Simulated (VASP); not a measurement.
# ZnSe (Stilleite) (R3m) in VASP: further runs

The runs below take ZnSe (Stilleite) through single point, with revPBE+D3(BJ), PBEsol, PBE+D4.

All numbers are computed with VASP 6.6.1; they aren't measurements. Logs are shortened: lines on timing, memory, paths and dates and some standing lists are left out, and cuts for length are marked.

## Step 1: The cell of the first run

The typed cell holds 2 atoms: a = 3.977 Å, b = 3.977 Å, c = 3.977 Å, α = 60.06°, β = 60.06°, γ = 60.06°.

## Step 2: Single point, revPBE+D3(BJ)

INCAR

```
SYSTEM = ZnSe
  ALGO = Normal
  EDIFF = 1E-6
  ENCUT = 520
  GGA = RE
  ISIF = 2
  ISMEAR = -1
  ISYM = 0
  IVDW = 12
  LASPH = .TRUE.
  LCHARG = .FALSE.
  LREAL = .FALSE.
  LWAVE = .FALSE.
  NBANDS = 16
  NELM = 100
  PREC = Accurate
  SIGMA = 0.01
```

KPOINTS

```
Automatic mesh
0
Gamma
  6 6 6
  0.5 0.5 0.5
```

POSCAR

```
ZnSe
1.0
    3.9770776525     -0.0019802378     -0.0014002395
    1.9868238900      3.4452403987     -0.0014002395
    1.9868238900      1.1470933077      3.2486705449
Zn Se
1 1
Direct
   -0.0000664361     -0.0000664361     -0.0000664361
    0.2500664361      0.2500664361      0.2500664361
```

Potentials or basis: VASP PAW PBE potentials, release 64 (Zn, Se).

Run with:

```console
$ cat potpaw_PBE.64/Zn/POTCAR potpaw_PBE.64/Se/POTCAR > POTCAR
$ mpirun -np 1 vasp_std > vasp.out
```

OUTCAR:

```text
SYSTEM = ZnSe
   EDIFF = 1E-6
   ENCUT = 520
   GGA = RE
   ISIF = 2
   ISMEAR = -1
   ISYM = 0
   IVDW = 12
   LASPH = .TRUE.
   LREAL = .FALSE.
   NELM = 100
   PREC = Accurate
 IVDW          = 12

 ion  position               nearest neighbor table
   1  1.000  1.000  1.000-   2 2.44   2 2.44   2 2.44   2 2.44
   2  0.250  0.250  0.250-   1 2.44   1 2.44   1 2.44   1 2.44

IMPORTANT INFORMATION: All symmetrisations will be switched off!
NOSYMM: (Re-)initialisation of all symmetry stuff for point group C_1.

----------------------------------------------------------------------------------------

                                     Primitive cell

  volume of cell :      44.5388

  direct lattice vectors                    reciprocal lattice vectors
     3.977077652 -0.001980238 -0.001400239     0.251332621 -0.144981815 -0.102517625
     1.986823890  3.445240399 -0.001400239     0.000108376  0.290151342 -0.102517625
     1.986823890  1.147093308  3.248670545     0.000108376  0.000062571  0.307729851

  length of vectors
     3.977078392  3.977078392  3.977078392     0.307729876  0.307729876  0.307729876

  position of ions in fractional coordinates (direct lattice)
     0.999933564  0.999933564  0.999933564
     0.250066436  0.250066436  0.250066436

  ion indices of the primitive-cell ions
   primitive index   ion index
                 1           1
                 2           2

----------------------------------------------------------------------------------------

 KPOINTS: Automatic mesh

Automatic generation of k-mesh.
 Grid dimensions read from file:
 generate k-points for:    6    6    6

 Generating k-lattice:

  Cartesian coordinates                     Fractional coordinates (reciprocal lattice)
     0.041888770 -0.024163636 -0.017086271     0.166666667 -0.000000000  0.000000000
     0.000018063  0.048358557 -0.017086271    -0.000000000  0.166666667  0.000000000
     0.000018063  0.000010428  0.051288308     0.000000000 -0.000000000  0.166666667

  Length of vectors
     0.051288313  0.051288313  0.051288313

  Shift w.r.t. Gamma in fractional coordinates (k-lattice)
     0.500000000  0.500000000  0.500000000

 Subroutine IBZKPT returns following result:
 ===========================================

 Found    108 irreducible k-points:

 Following reciprocal coordinates:
            Coordinates               Weight
  0.083333  0.083333  0.083333      2.000000
  0.250000  0.083333  0.083333      2.000000
  0.083333  0.250000  0.083333      2.000000
  0.083333  0.083333  0.250000      2.000000
  0.416667  0.083333  0.083333      2.000000
  0.083333  0.416667  0.083333      2.000000
[... 16 lines left out ...]
 -0.250000 -0.416667 -0.083333      2.000000
  0.250000  0.083333  0.416667      2.000000
 [... further k-points ...]
   k-points           NKPTS =    108   k-points in BZ     NKDIM =    108   number of bands    NBANDS=     16
   number of dos      NEDOS =    301   number of ions     NIONS =      2
   total plane-waves  NPLWV =  27000
   dimension x,y,z NGX =    30 NGY =   30 NGZ =   30
   dimension x,y,z NGXF=    60 NGYF=   60 NGZF=   60
   ions per type =               1   1
   NGX,Y,Z   is equivalent  to a cutoff of  12.54, 12.54, 12.54 a.u.
   NGXF,Y,Z  is equivalent  to a cutoff of  25.08, 25.08, 25.08 a.u.
 SYSTEM =  ZnSe
   PREC   = accura    normal or accurate (medium, high low for compatibility)
   ISTART =      0    job   : 0-new  1-cont  2-samecut
   ICHARG =      2    charge: 1-file 2-atom 10-const
   ISPIN  =      1    spin polarized calculation?
   LNONCOLLINEAR =      F non collinear calculations
   LSORBIT =      F    spin-orbit coupling
   LASPH  =      T    aspherical Exc in radial PAW
   ENCUT  =  520.0 eV  38.22 Ry    6.18 a.u.   7.39  7.39  7.39*2*pi/ulx,y,z
   NELM   =    100;   NELMIN=  2; NELMDL= -5     # of ELM steps
   EDIFF  = 0.1E-05   stopping-criterion for ELM
   LREAL  =      F    real-space projection
   EDIFFG = 0.1E-04   stopping-criterion for IOM
   NSW    =      0    number of steps for IOM
   IBRION =     -1    ionic relax: 0-MD 1-quasi-New 2-CG
   NFREE  =      0    steps in history (QN), initial steepest desc. (CG)
   ISIF   =      2    stress and relaxation
   ISYM   =      0    0-nonsym 1-usesym 2-fastsym
   POTIM  = 0.5000    time-step for ionic-motion
   TEBEG  =    0.0;   TEEND  =   0.0 temperature during run
   PSTRESS=    0.0 pullay stress
   NELECT =      18.0000    total number of electrons
   NUPDOWN=      -1.0000    fix difference up-down
   EMIN   =  10.00;   EMAX   =-10.00  energy-range for DOS
   EFERMI =   0.00;   METHOD = LEGACY
   ISMEAR =    -1;   SIGMA  =   0.01  broadening in eV -4-tet -1-fermi 0-gaus
   EFERMI_NEDOS =   21; number of points for ismear=-14 and -15
   IALGO  =     38    algorithm
   IMIX   =      4    mixing-type and parameters
     AMIX     =   0.40;   BMIX     =  1.00
     AMIX_MAG =   1.60;   BMIX_MAG =  1.00
  volume/ion in A,a.u.               =      22.27       150.28
  Fermi-wavevector in a.u.,A,eV,Ry     =   1.210374  2.287274 19.932593  1.465004
  Thomas-Fermi vector in A             =   2.345922
   LORBIT       =      0    0 simple, 1 ext, 2 COOP (PROOUT), +10 PAW based schemes
   GGA     = RE    functional components
   LHFCALC =     F    Hartree Fock is set to
   AEXX    =    0.0000 exact exchange contribution
   IVDW    =    12    specifies the selected vdW correction
   LEPSILON=     F    determine dielectric tensor
   LRPA    =     F    only Hartree local field effects (RPA)
 non-spin polarized calculation
  energy-cutoff  :      520.00
  volume of cell :       44.54
 maximum number of plane-waves:      1224
 NGX is ok and might be reduce to    30
   NGX = 15   NGY = 15   NGZ = 15

 number of electron      17.9999995 magnetization

 Free energy of the ion-electron system (eV)
  ---------------------------------------------------
  ext. energy  EPLUGINS =         0.00000000
  ---------------------------------------------------
  free energy    TOTEN  =        -5.40965024 eV

  energy without entropy =       -5.40965024  energy(sigma->0) =       -5.40965024

 E-fermi :   2.0575     XC(G=0):  -9.2728

 val. band max:        1.8085174150   @ k =   0.0833   0.0833   0.0833
 cond. band min:       3.9613713778   @ k =   0.0833   0.0833   0.0833
 fundamental gap:      2.1528539628
 Fermi energy:         2.0575492157

 k-point     1 :       0.0833    0.0833    0.0833
  band No.  band energies     occupation
      1     -11.4408      2.00000
      2      -4.7091      2.00000
      3      -4.7032      2.00000
      4      -4.7032      2.00000
      5      -4.3195      2.00000
      6      -4.3195      2.00000
[... 8 lines left out ...]
     15      12.9143      0.00000
     16      12.9143      0.00000

 k-point     2 :       0.2500    0.0833    0.0833
  band No.  band energies     occupation
      1     -11.2097      2.00000
      2      -4.6876      2.00000
      3      -4.6723      2.00000
      4      -4.6583      2.00000
      5      -4.3290      2.00000
      6      -4.3118      2.00000
[... 8 lines left out ...]
     15      12.6238      0.00000
     16      13.8038      0.00000

 k-point     3 :       0.0833    0.2500    0.0833
  band No.  band energies     occupation
      1     -11.2097      2.00000
      2      -4.6876      2.00000
      3      -4.6723      2.00000
      4      -4.6583      2.00000
      5      -4.3290      2.00000
      6      -4.3118      2.00000
[... 8 lines left out ...]
     15      12.6238      0.00000
     16      13.8038      0.00000

 k-point     4 :       0.0833    0.0833    0.2500
  band No.  band energies     occupation
      1     -11.2097      2.00000
      2      -4.6876      2.00000
      3      -4.6723      2.00000
      4      -4.6583      2.00000
      5      -4.3290      2.00000
      6      -4.3118      2.00000
[... 8 lines left out ...]
     15      12.6238      0.00000
     16      13.8038      0.00000

 k-point     5 :       0.4167    0.0833    0.0833
  band No.  band energies     occupation
      1     -10.8070      2.00000
      2      -4.6245      2.00000
      3      -4.6243      2.00000
      4      -4.4805      2.00000
      5      -4.3188      2.00000
      6      -4.2941      2.00000
[... 8 lines left out ...]
     15      12.9470      0.00000
     16      14.4688      0.00000

 k-point     6 :       0.0833    0.4167    0.0833
  band No.  band energies     occupation
      1     -10.8070      2.00000
      2      -4.6245      2.00000
      3      -4.6243      2.00000
      4      -4.4805      2.00000
      5      -4.3188      2.00000
      6      -4.2941      2.00000
[... 8 lines left out ...]
     15      12.9470      0.00000
     16      14.4688      0.00000

 k-point     7 :       0.0833    0.0833    0.4167
  band No.  band energies     occupation
      1     -10.8070      2.00000
      2      -4.6245      2.00000
      3      -4.6243      2.00000
      4      -4.4805      2.00000
      5      -4.3188      2.00000
      6      -4.2941      2.00000
[... 8 lines left out ...]
     15      12.9470      0.00000
     16      14.4688      0.00000

 k-point     8 :      -0.4167    0.0833    0.0833
  band No.  band energies     occupation
      1     -10.6491      2.00000
      2      -4.6185      2.00000
      3      -4.6074      2.00000
      4      -4.3210      2.00000
      5      -4.2981      2.00000
      6      -4.1660      2.00000
[... 8 lines left out ...]
     15      14.5391      0.00000
     16      15.0921      0.00000

 k-point     9 :       0.0833   -0.4167    0.0833
  band No.  band energies     occupation
      1     -10.6491      2.00000
      2      -4.6185      2.00000
      3      -4.6074      2.00000
      4      -4.3210      2.00000
      5      -4.2981      2.00000
      6      -4.1660      2.00000
[... 8 lines left out ...]
     15      14.5391      0.00000
     16      15.0921      0.00000
[... 172 lines left out ...]
 k-point    19 :       0.0833    0.2500    0.2500
  band No.  band energies     occupation
      1     -11.0991      2.00000
      2      -4.7174      2.00000
      3      -4.6270      2.00000
      4      -4.6253      2.00000
      5      -4.3413      2.00000
      6      -4.3003      2.00000
[... 8 lines left out ...]
     15      13.8192      0.00000
     16      14.8581      0.00000

 k-point    20 :       0.4167    0.2500    0.0833
  band No.  band energies     occupation
      1     -10.7660      2.00000
      2      -4.6581      2.00000
      3      -4.5776      2.00000
      4      -4.5309      2.00000
      5      -4.3171      2.00000
      6      -4.2860      2.00000
[... 8 lines left out ...]
     15      14.9317      0.00000
     16      15.6370      0.00000

 k-point    21 :      -0.4167   -0.0833   -0.2500
  band No.  band energies     occupation
      1     -10.7660      2.00000
      2      -4.6581      2.00000
      3      -4.5776      2.00000
      4      -4.5310      2.00000
      5      -4.3171      2.00000
      6      -4.2860      2.00000
[... 8 lines left out ...]
     15      14.9317      0.00000
     16      15.6370      0.00000

 k-point    22 :       0.0833    0.4167    0.2500
  band No.  band energies     occupation
      1     -10.7660      2.00000
      2      -4.6581      2.00000
      3      -4.5776      2.00000
      4      -4.5310      2.00000
      5      -4.3171      2.00000
      6      -4.2860      2.00000
[... 8 lines left out ...]
     15      14.9317      0.00000
     16      15.6370      0.00000

 k-point    23 :      -0.2500   -0.4167   -0.0833
  band No.  band energies     occupation
      1     -10.7660      2.00000
      2      -4.6581      2.00000
      3      -4.5776      2.00000
      4      -4.5309      2.00000
      5      -4.3171      2.00000
      6      -4.2860      2.00000
[... 8 lines left out ...]
     15      14.9317      0.00000
     16      15.6370      0.00000

 k-point    24 :       0.2500    0.0833    0.4167
  band No.  band energies     occupation
      1     -10.7660      2.00000
      2      -4.6581      2.00000
      3      -4.5776      2.00000
      4      -4.5310      2.00000
      5      -4.3171      2.00000
      6      -4.2860      2.00000
[... 8 lines left out ...]
     15      14.9317      0.00000
     16      15.6370      0.00000

 [... further k-points ...]

------------------------ aborting loop because EDIFF is reached ----------------------------------------

 Edisp (eV)   -1.28462

 E8    (eV) :    -0.8844

  FORCE on cell =-STRESS in cart. coord.  units (eV):
  Direction    XX          YY          ZZ          XY          YZ          ZX
  --------------------------------------------------------------------------------------
  -------------------------------------------------------------------------------------
  Total       0.08013     0.07992     0.07987     0.00017     0.00007     0.00012
  in kB       2.88237     2.87496     2.87326     0.00625     0.00259     0.00446
  external pressure =        2.88 kB  Pullay stress =        0.00 kB

 VOLUME and BASIS-vectors are now :
 -----------------------------------------------------------------------------
  energy-cutoff  :      520.00
  volume of cell :       44.54
      direct lattice vectors                 reciprocal lattice vectors
     3.977077652 -0.001980238 -0.001400239     0.251332621 -0.144981815 -0.102517625
     1.986823890  3.445240399 -0.001400239     0.000108376  0.290151342 -0.102517625
     1.986823890  1.147093308  3.248670545     0.000108376  0.000062571  0.307729851

 POSITION                                       TOTAL-FORCE (eV/Angst)
 -----------------------------------------------------------------------------------
      7.95020      4.59005      3.24565        -0.000144     -0.000084     -0.000059
      1.98821      1.14789      0.81168         0.000144      0.000084      0.000059
 -----------------------------------------------------------------------------------
    total drift:                               -0.000035     -0.000024     -0.000013

  FREE ENERGIE OF THE ION-ELECTRON SYSTEM (eV)
  ---------------------------------------------------
  free  energy   TOTEN  =        -6.6942743133 eV

  energy  without entropy=       -6.6942743133  energy(sigma->0) =       -6.69427431
```

Run time: 44 s. Hardware: 1 thread of AMD EPYC 9R45 (Zen 5), shared host; peak memory 0.2 GiB.

What came out:

* Free energy: -6.6943 eV
* Pressure: 0.3 GPa
* Band gap on the k mesh: 2.15 eV, direct
* Dispersion energy per atom: -0.642 eV

Caveat: the PAW data sets were made with another functional, which shifts forces and pressure a little. A k mesh can miss the band edges.

## Step 3: Single point, PBEsol

This run uses another cell than the first one, of 22.34 Å³/atom, 1.003 times its volume.

INCAR

```
SYSTEM = ZnSe
PREC     = Accurate       ! precision mode
ENCUT    = 520            ! plane-wave cutoff, eV
EDIFF    = 1E-6           ! SCF threshold, eV
ISMEAR   = -1             ! smearing method
SIGMA    = 0.01           ! smearing width, eV
LREAL    = .False.        ! projectors in reciprocal space
LASPH    = .True.         ! aspherical terms in the spheres
NELM     = 100            ! most SCF steps
ALGO     = Normal         ! electronic algorithm
ISIF     = 2              ! what is computed and relaxed
LWAVE    = .False.        ! write WAVECAR
LCHARG   = .True.         ! write CHGCAR
GGA      = PS             ! functional
LELF     = .True.         ! ELF
LVHAR    = .True.       
ISYM     = 0            
NBANDS   = 16             ! bands
```

KPOINTS is that of step 2.

POSCAR

```
ZnSe
1.0
    3.9811828129     -0.0023415995     -0.0016557609
    1.9885635218      3.4489762529     -0.0016557609
    1.9885635218      1.1480976846      3.2522779157
Zn Se
1 1
Direct
   -0.0000756507     -0.0000756507     -0.0000756507
    0.2500756507      0.2500756507      0.2500756507
```

Potentials or basis: VASP PAW PBE potentials, release 64 (Zn, Se).

Run with:

```console
$ cat potpaw_PBE.64/Zn/POTCAR potpaw_PBE.64/Se/POTCAR > POTCAR
$ mpirun -np 1 vasp_std > vasp.out
```

Run time: 40 s. Hardware: 1 thread of AMD EPYC 9R45 (Zen 5), shared host; peak memory 0.2 GiB.

The run converged. Its results:

```
Free energy            : -6.7741 eV
Pressure               : 0.3 GPa
Band gap on the k mesh : 1.95 eV, direct
```

Levels at points of the mesh, in eV from the valence-band top:
```csv
k point,band 7,band 8,band 9,band 10,band 11,band 12
"(0.08, 0.08, 0.08)",-0.69,0.00,0.00,1.95,5.74,5.92
```

Caveat: the PAW data sets were made with another functional, which shifts forces and pressure a little. Expect the measured gap to be larger: semilocal functionals such as PBEsol lack the derivative discontinuity.

## Step 4: Single point, PBE+D4

This run uses another cell than the first one, of 22.65 Å³/atom, 1.017 times its volume.

INCAR

```
SYSTEM = ZnSe
PREC = Accurate
ENCUT = 520
EDIFF = 1E-6
ISMEAR = -1
SIGMA = 0.01
LREAL = .FALSE.
LASPH = .TRUE.
NELM = 80
ALGO = Normal
ISIF = 2
LWAVE = .FALSE.
LCHARG = .TRUE.
GGA = PE
IVDW = 13
LELF = .TRUE.
LVHAR = .TRUE.
NBANDS = 16
ISYM = 0
```

KPOINTS is that of step 3.

POSCAR

```
ZnSe
1.0
    3.9995997431     -0.0020651910     -0.0014603106
    1.9980113637      3.4647875780     -0.0014603106
    1.9980113637      1.1535523987      3.2671198259
Zn Se
1 1
Direct
   -0.0000657918     -0.0000657918     -0.0000657918
    0.2500657918      0.2500657918      0.2500657918
```

Run with:

```console
$ cat potpaw_PBE.64/Zn/POTCAR potpaw_PBE.64/Se/POTCAR > POTCAR
$ mpirun -np 1 vasp_std > vasp.out
```

It took 41 s on 1 thread of AMD EPYC 9R45 (Zen 5), shared host; peak memory 0.19 GiB.

The run converged. Its results:

```
Free energy                : -6.6545 eV
Pressure                   : 0.3 GPa
Band gap on the k mesh     : 1.99 eV, direct
Dispersion energy per atom : -0.318 eV
```

Levels at points of the mesh, in eV from the valence-band top:
```tsv
k point	band 6	band 7	band 8	band 9	band 10	band 11	band 12	band 13
(0.08, 0.08, 0.08)	-6.12	-0.67	0.00	0.00	1.99	5.82	5.99	5.99
```

## Step 5: Overview

```csv
level,cell,gap on the mesh (eV),pressure (GPa)
revPBE+D3(BJ),"a = 3.977 Å, angles 60.1°, 2 atoms",2.15,0.3
PBEsol,"a = 3.981 Å, angles 60.1°, 2 atoms",1.95,0.3
PBE+D4,"a = 4.000 Å, angles 60.1°, 2 atoms",1.99,0.3
```

Alike in all rows: task single point; potentials or basis VASP PAW PBE potentials, release 64 (Zn, Se); no spin polarisation; k mesh 6 × 6 × 6, shifted; cutoff (eV) 520; smearing fermi-dirac 0.01 eV.

Caveats: the PAW data sets were made with another functional, which shifts forces and pressure a little (some runs).

Total energies depend on the potentials used, so only differences within one code and one set of settings carry meaning.
